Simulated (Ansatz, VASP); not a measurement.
Ag4F3 in VASP and in Ansatz

Contents of INCAR:

```
PREC = Accurate
ENCUT = 520
EDIFF = 1E-6
ISMEAR = 0
SIGMA = 0.1
LREAL = F
LASPH = T
NELM = 150
ALGO = Normal
ISIF = 2
LWAVE = F
LCHARG = T
ISPIN = 2
MAGMOM = 1 1 1 1 0 0 0
LORBIT = 11
LMAXMIX = 4
GGA = PE
LELF = T
LVHAR = T
NBANDS = 46
```

KPOINTS

```
Automatic mesh
0
Gamma
  4 4 4
```

The input POSCAR:

```
Ag4F3
1.0
    5.0162780000      0.0000000000      0.0000000000
    0.0000000000      5.0162780000      0.0000000000
    0.0000000000      0.0000000000      5.0162780000
Ag F
4 3
Direct
    0.6997140000      0.6997140000      0.6997140000
    0.3002860000      0.3002860000      0.6997140000
    0.3002860000      0.6997140000      0.3002860000
    0.6997140000      0.3002860000      0.3002860000
    0.0000000000      0.0000000000      0.5000000000
    0.5000000000      0.0000000000      0.0000000000
    0.0000000000      0.5000000000      0.0000000000
```

Input for Ansatz:

```yaml
crystal:
  lattice:
    - [5.016278, 0.0, 0.0]
    - [0.0, 5.016278, 0.0]
    - [0.0, 0.0, 5.016278]
  atoms:
    - { symbol: Ag, position: [0.699714, 0.699714, 0.699714], spin: 1.0 }
    - { symbol: Ag, position: [0.300286, 0.300286, 0.699714], spin: 1.0 }
    - { symbol: Ag, position: [0.300286, 0.699714, 0.300286], spin: 1.0 }
    - { symbol: Ag, position: [0.699714, 0.300286, 0.300286], spin: 1.0 }
    - { symbol: F, position: [0.0, 0.0, 0.5] }
    - { symbol: F, position: [0.5, 0.0, 0.0] }
    - { symbol: F, position: [0.0, 0.5, 0.0] }
basis:
  ecutwfc: 420
kpoints:
  mp_grid: { grid: [4, 4, 4] }
hamiltonian:
  xc: pbe
scf:
  occupations: { method: gaussian, width: 0.1 }
  lower_state_search: "off"
output:
  forces: true
  stress: true
  eigenvalues: true
  populations: true
magnetization:
  spin_polarized: true
```

Change from the starting cell: relaxed end of: species swapped into the Ge3As4 type (P-43m, No. 215).

Alike in both runs: task single point; functional PBE; k mesh 4 × 4 × 4; occupations gaussian, width 0.1 eV; collinear spin.

|  | VASP | Ansatz |
| --- | --- | --- |
| version | VASP 6.6.1 | Ansatz 0.2.0 |
| potentials or method | VASP PAW PBE potentials, release 64 (Ag, F), cutoff 520 eV | scalar-relativistic, plane waves, PAW |
| valence electrons in the cell | 65 | 97 |

|  | VASP | Ansatz | Ansatz less VASP |
| --- | --- | --- | --- |
| gap on the k mesh at the Fermi level (eV) | none | none | - |
| pressure (GPa) | -0.3 | 0.0 | +0.26 |
| rms of the force components (eV/Å) | 0.003 | 0.005 | +0.0015 |
| net moment per atom (μB) | 0.00 | 0.00 | 0.000 |

Atom by atom the forces differ by 0.001 eV/Å (rms over components). A gap of «none» marks a metal or a gap that the smearing closes. With one functional, cell and mesh, what is left measures potentials, basis and numerics. VASP's potentials hold 65 valence electrons a cell and Ansatz's 97, so a difference there can come from the potentials and not from the codes. Ansatz's warnings: seeded moment not kept.
